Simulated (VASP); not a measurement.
# KMgF3 (Pm-3m) in VASP: notebook, part 2 of 2

VASP 6.6.1. The steps go on from the part before.

**3. Single point, r2SCAN**

Input file POSCAR:

```
KMgF3
1.0
    3.9836688700      0.0000000000      0.0000000000
    0.0000000000      3.9836688700      0.0000000000
    0.0000000000      0.0000000000      3.9836688700
K Mg F
1 1 3
Direct
    0.5000000000      0.5000000000      0.5000000000
    0.0000000000      0.0000000000      0.0000000000
    0.5000000000      0.0000000000      0.0000000000
    0.0000000000      0.5000000000      0.0000000000
    0.0000000000      0.0000000000      0.5000000000
```

Input file INCAR.step1:

```
SYSTEM = KMgF3
ALGO = Normal
EDIFF = 1E-4
ENCUT = 520
GGA = PE
ISMEAR = -1
LASPH = .TRUE.
LCHARG = .FALSE.
LREAL = .FALSE.
LWAVE = .TRUE.
NBANDS = 24
NELM = 60
PREC = Accurate
SIGMA = 0.02
```

Input file INCAR.step2:

```
SYSTEM = KMgF3
ALGO = Normal
EDIFF = 1E-6
ENCUT = 520
ISIF = 2
ISMEAR = -1
ISTART = 1
LASPH = .TRUE.
LCHARG = .FALSE.
LMIXTAU = .TRUE.
LREAL = .FALSE.
LWAVE = .FALSE.
METAGGA = R2SCAN
NBANDS = 24
NELM = 60
PREC = Accurate
SIGMA = 0.02
```

Input file KPOINTS:

```
k-points
0
G
  8 8 8
  0 0 0
```

Potentials or basis: VASP PAW PBE potentials, release 64 (K_sv, Mg, F).

On the command line:

```sh
$ cat potpaw_PBE.64/K_sv/POTCAR potpaw_PBE.64/Mg/POTCAR potpaw_PBE.64/F/POTCAR > POTCAR
$ cp INCAR.step1 INCAR
$ mpirun -np 1 vasp_std > vasp.out
$ cp INCAR.step2 INCAR
$ mpirun -np 1 vasp_std > vasp.out
```

OUTCAR:

```text
SYSTEM = KMgF3
   EDIFF = 1E-6
   ENCUT = 520
   ISIF = 2
   ISMEAR = -1
   ISTART = 1
   LASPH = .TRUE.
   LREAL = .FALSE.
   METAGGA = R2SCAN
   NELM = 60
   PREC = Accurate

 ion  position               nearest neighbor table
   1  0.500  0.500  0.500-   3 2.82   4 2.82   5 2.82   3 2.82   4 2.82   3 2.82   5 2.82   3 2.82
                             4 2.82   5 2.82   4 2.82   5 2.82   2 3.45   2 3.45   2 3.45   2 3.45
   2  0.000  0.000  0.000-   3 1.99   4 1.99   5 1.99   5 1.99   4 1.99   3 1.99   1 3.45   1 3.45
                             1 3.45   1 3.45   1 3.45   1 3.45   1 3.45   1 3.45
   3  0.500  0.000  0.000-   2 1.99   2 1.99   1 2.82   1 2.82   1 2.82   1 2.82
   4  0.000  0.500  0.000-   2 1.99   2 1.99   1 2.82   1 2.82   1 2.82   1 2.82
   5  0.000  0.000  0.500-   2 1.99   2 1.99   1 2.82   1 2.82   1 2.82   1 2.82

  LATTYP: Found a simple cubic cell.
 ALAT       =     3.9836688700

  Lattice vectors:

 A1 = (   3.9836688700,   0.0000000000,   0.0000000000)
 A2 = (   0.0000000000,   3.9836688700,   0.0000000000)
 A3 = (   0.0000000000,   0.0000000000,   3.9836688700)

Analysis of symmetry for initial positions (statically):
=====================================================================
 Subroutine PRICEL returns:
 Original cell was already a primitive cell.

 Routine SETGRP: Setting up the symmetry group for a
 simple cubic supercell.

 Subroutine GETGRP returns: Found 48 space group operations
 (whereof 48 operations were pure point group operations)
 out of a pool of 48 trial point group operations.

The static configuration has the point symmetry O_h .

Analysis of symmetry for dynamics (positions and initial velocities):
=====================================================================
 Subroutine PRICEL returns:
 Original cell was already a primitive cell.

 Routine SETGRP: Setting up the symmetry group for a
[... 130 lines left out ...]
   IMIX   =      4    mixing-type and parameters
     AMIX     =   0.40;   BMIX     =  1.00
     AMIX_MAG =   1.60;   BMIX_MAG =  1.00
  volume/ion in A,a.u.               =      12.64        85.32
  Fermi-wavevector in a.u.,A,eV,Ry     =   1.304693  2.465512 23.160153  1.702223
  Thomas-Fermi vector in A             =   2.435612
   LORBIT       =      0    0 simple, 1 ext, 2 COOP (PROOUT), +10 PAW based schemes
   METAGGA = R2SCAN    functional components
   LHFCALC =     F    Hartree Fock is set to
   AEXX    =    0.0000 exact exchange contribution
   IVDW    =     0    specifies the selected vdW correction
   LEPSILON=     F    determine dielectric tensor
   LRPA    =     F    only Hartree local field effects (RPA)
 non-spin polarized calculation
  energy-cutoff  :      520.00
  volume of cell :       63.22
 maximum number of plane-waves:      1743
 NGX is ok and might be reduce to    30
   NGX = 15   NGY = 15   NGZ = 15

 number of electron      31.9999958 magnetization

 Free energy of the ion-electron system (eV)
  ---------------------------------------------------
  ext. energy  EPLUGINS =         0.00000000
  ---------------------------------------------------
  free energy    TOTEN  =       -37.41540052 eV

  energy without entropy =      -37.41540052  energy(sigma->0) =      -37.41540052

 E-fermi :  -1.7836     XC(G=0): -10.2133

 val. band max:       -2.2083308463   @ k =   0.5000   0.5000   0.5000
 cond. band min:       6.0529310653   @ k =   0.0000   0.0000   0.0000
 fundamental gap:      8.2612619115
 Fermi energy:        -1.7835909349

 k-point     1 :       0.0000    0.0000    0.0000
  band No.  band energies     occupation
      1     -28.8042      2.00000
      2     -23.4532      2.00000
      3     -22.8207      2.00000
      4     -22.8207      2.00000
      5     -11.5312      2.00000
      6     -11.5312      2.00000
[... 637 lines left out ...]
     23      13.0938      0.00000
     24      13.8411      0.00000

 [... further k-points ...]

------------------------ aborting loop because EDIFF is reached ----------------------------------------

  FORCE on cell =-STRESS in cart. coord.  units (eV):
  Direction    XX          YY          ZZ          XY          YZ          ZX
  --------------------------------------------------------------------------------------
  -------------------------------------------------------------------------------------
  Total       -0.3110810     -0.3110810     -0.3110810     -0.0000000      0.0000000     -0.0000000
  in kB       -7.8837777     -7.8837777     -7.8837777     -0.0000000      0.0000000     -0.0000000
  external PRESSURE =      -7.8837777 kB  Pullay stress =       0.0000000 kB

 VOLUME and BASIS-vectors are now :
 -----------------------------------------------------------------------------
  energy-cutoff  :      520.00
  volume of cell :       63.22
      direct lattice vectors                 reciprocal lattice vectors
     3.983668870  0.000000000  0.000000000     0.251024880  0.000000000  0.000000000
     0.000000000  3.983668870  0.000000000     0.000000000  0.251024880  0.000000000
     0.000000000  0.000000000  3.983668870     0.000000000  0.000000000  0.251024880

 POSITION                                       TOTAL-FORCE (eV/Angst)
 -----------------------------------------------------------------------------------
      1.99183      1.99183      1.99183         0.000000      0.000000      0.000000
      0.00000      0.00000      0.00000         0.000000      0.000000      0.000000
      1.99183      0.00000      0.00000         0.000000      0.000000      0.000000
      0.00000      1.99183      0.00000         0.000000      0.000000      0.000000
      0.00000      0.00000      1.99183         0.000000      0.000000      0.000000
 -----------------------------------------------------------------------------------
    total drift:                                0.000000     -0.000000      0.000000

  FREE ENERGIE OF THE ION-ELECTRON SYSTEM (eV)
  ---------------------------------------------------
  free  energy   TOTEN  =       -37.4154005191 eV

  energy  without entropy=      -37.4154005191  energy(sigma->0) =      -37.41540052
```

It took 1.8 min on 1 thread of Intel Xeon Platinum 8488C (Sapphire Rapids), shared host; peak memory 0.2 GiB.

What came out:

- Free energy: -37.4154 eV
- Pressure: -0.8 GPa
- Band gap on the k mesh: 8.26 eV, indirect (least direct gap 8.58 eV)

Caveat: the PAW data sets were made with another functional, which shifts forces and pressure a little. A k mesh can miss the band edges.
